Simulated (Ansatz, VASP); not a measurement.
# Two plane-wave programs on Rh

INCAR

```
PREC     = Accurate       # precision mode
ENCUT    = 520            # plane-wave cutoff, eV
EDIFF    = 1E-6           # SCF threshold, eV
ISMEAR   = 0              # smearing method
SIGMA    = 0.15           # smearing width, eV
LREAL    = F              # projectors in reciprocal space
LASPH    = T              # aspherical terms in the spheres
NELM     = 100            # most SCF steps
ALGO     = Fast           # electronic algorithm
ISIF     = 2              # what is computed and relaxed
LWAVE    = F              # write WAVECAR
LCHARG   = T              # write CHGCAR
GGA      = PS             # functional
LELF     = T              # ELF
LVHAR    = T            
NBANDS   = 14             # bands
```

File KPOINTS:

```
Automatic mesh
0
Gamma
  22 22 22
```

The input POSCAR:

```
Rh
1.0
    0.0000000000      1.8540112500      1.9015500000
    1.8540112500      0.0000000000      1.9015500000
    1.8540112500      1.8540112500      0.0000000000
Rh
1
Direct
    0.0000000000      0.0000000000      0.0000000000
```

Input for Ansatz:

```yaml
crystal:
  lattice:
    - [0.0, 1.85401125, 1.90155]
    - [1.85401125, 0.0, 1.90155]
    - [1.85401125, 1.85401125, 0.0]
  atoms:
    - { symbol: Rh, position: [0.0, 0.0, 0.0] }
basis:
  ecutwfc: 420
kpoints:
  mp_grid: { grid: [22, 22, 22] }
hamiltonian:
  xc: pbesol
scf:
  occupations: { method: gaussian, width: 0.15 }
output:
  forces: true
  stress: true
  eigenvalues: true
```

Change from the starting cell: strain -0.025 along x and y, +0.000 along z, atoms carried along.

Alike in both runs: task single point; functional PBEsol; k mesh 22 × 22 × 22; occupations gaussian, width 0.15 eV; no spin polarisation.

```csv
,VASP,Ansatz
version,VASP 6.6.1,Ansatz 0.2.0
potentials or method,"VASP PAW PBE potentials, release 64 (Rh_pv), cutoff 520 eV","scalar-relativistic, plane waves, PAW"
valence electrons in the cell,15,17
```

Ansatz gave:

| Quantity | Value |
| --- | --- |
| gap on the k mesh at the Fermi level (eV) | none |
| pressure (GPa) | 10.6 |
| traceless stress, the component that is largest in VASP (GPa) | -4.92 |

Question: Which values does VASP return?

Answer: gap on the k mesh at the Fermi level (eV): none; pressure (GPa): 10.5; traceless stress, the component that is largest in VASP (GPa): -4.91.

VASP's potentials were made for PBE, not for PBEsol. A gap of «none» marks a metal or a gap that the smearing closes. With one functional, cell and mesh, what is left measures potentials, basis and numerics. VASP's potentials hold 15 valence electrons a cell and Ansatz's 17, so a difference there can come from the potentials and not from the codes.
